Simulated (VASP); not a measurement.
GeB6P8 (a cell with a defect), 15 atoms in the cell. The cell holds a defect, 15 atoms: a = 9.040 Å, b = 4.520 Å, c = 4.520 Å, α = 90.00°, β = 90.00°, γ = 90.00°. 

| Item | Value |
| --- | --- |
| Program | VASP 6.6.1 |
| Task | single point |
| Functional | PBEsol |
| Potentials or basis | VASP PAW PBE potentials, release 64 (B, P, Ge_d) |
| Cutoff | 420 eV |
| k mesh | 1 × 1 × 1, shifted |
| Occupations | fermi-dirac, width 0.05 eV |
| Spin | collinear spin |
| Starting moments | [0.0, 0.0, 0.0, 0.0, 0.0, 0.0, 0.0, 0.4, 0.4, 0.0, 0.4, 0.0, 0.0, 0.4, 0.4] μB |
| Dipole correction | no |
| Charge | 2 |
| Further INCAR settings | LREAL = Auto; ALGO = Normal; EDIFF = 1e-06; NBANDS = 53; ISYM = -1; NELECT = 70.0 |

Potentials or basis: VASP PAW PBE potentials, release 64 (B, P, Ge_d).

Run with:

```sh
$ cat potpaw_PBE.64/B/POTCAR potpaw_PBE.64/P/POTCAR potpaw_PBE.64/Ge_d/POTCAR > POTCAR
$ mpirun -np 1 vasp_std > vasp.out
```

Hardware: 1 thread of Intel(R) Xeon(R) Platinum 8259CL CPU @ 2.50GHz (Skylake/Cascade Lake), on a shared host.

**Question.** Estimate the wall time of this run.

**Answer.** Run time: 41 s on 1 thread of Intel(R) Xeon(R) Platinum 8259CL CPU @ 2.50GHz (Skylake/Cascade Lake), with other jobs on the host, peak memory 0.25 GiB. Counts: scf iterations 15, k points 1.
